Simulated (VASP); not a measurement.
A run of VASP 6.6.1:

File INCAR:

```
SYSTEM = WC
ALGO = Normal
EDIFF = 1E-6
ENCUT = 600
GGA = LIBXC
GGA_COMPAT = .FALSE.
ISIF = 2
ISMEAR = -1
LASPH = .TRUE.
LCHARG = .FALSE.
LIBXC1 = GGA_X_B88
LIBXC2 = GGA_C_PBE
LREAL = .FALSE.
LWAVE = .FALSE.
NBANDS = 16
NELM = 120
PREC = Accurate
SIGMA = 0.05
```

The input KPOINTS:

```
k-points
0
G
  10 10 9
  0 0 0
```

POSCAR

```
WC
1.0
    2.8672181576      0.0000000000      0.0000000000
   -1.4336090788      2.4830837627      0.0000000000
    0.0000000000      0.0000000000      2.7982628680
W C
1 1
Direct
    0.0000000000      0.0000000000      0.0000000000
    0.6666666667      0.3333333333      0.5000000000
```

Potentials or basis: VASP PAW PBE potentials, release 64 (W_sv, C).

Launch:

```bash
$ cat potpaw_PBE.64/W_sv/POTCAR potpaw_PBE.64/C/POTCAR > POTCAR
$ mpirun -np 1 vasp_std > vasp.out
```

Hardware: 1 thread of AMD EPYC 9R14 (Zen 4), on a shared host.

Q: Estimate the wall time of this run.

A: Run time: 26 s on 1 thread of AMD EPYC 9R14 (Zen 4), with other jobs on the host, peak memory 0.13 GiB. Counts: scf iterations 13, k points 70.
